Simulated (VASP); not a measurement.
## In: single point with PBEsol

Crystal: In.

```
In
1.0
     1.68069    0.97035    8.26182
    -1.68069    0.97035    8.26182
     0.00000   -1.94070    8.26182
In
3
Direct
  0.22199 0.22199 0.22199
  0.77801 0.77801 0.77801
  0.00000 0.00000 0.00000
```

* Program: VASP 6.6.1
* Task: single point
* Functional: PBEsol
* Potentials or basis: VASP PAW PBE potentials, release 64 (In_d)
* Cutoff: 520 eV
* k mesh: 9 × 9 × 9
* Occupations: fermi-dirac, width 0.05 eV
* Spin: no spin polarisation

The pressure is -1.9 GPa. The largest force is 0.029 eV/Å.

Forces in eV/Å, atoms in the order of the input:
```
In   0.000  0.000 -0.029
In   0.000  0.000  0.029
In   0.000  0.000  0.000
```

Stress tensor (GPa, compression positive):
```
-1.71  0.00  0.00
 0.00 -1.71  0.00
 0.00  0.00 -2.25
```

Levels at points of the mesh, in eV from the Fermi level:
```
           k point  band 15  band 16  band 17  band 18  band 19  band 20  band 21  band 22  band 23  band 24
(0.00, 0.00, 0.00)   -14.24    -9.36    -6.95    -6.93     0.48     0.49     8.60     8.60     8.67     8.67
```

Wall time 14 min on 1 thread of AMD EPYC 7R13 Processor (Zen 3) (shared host), peak memory 0.59 GiB.

Caveat: the PAW data sets were made with another functional, which shifts forces and pressure a little; spin-orbit coupling is left out, which moves the levels of the heavy elements.
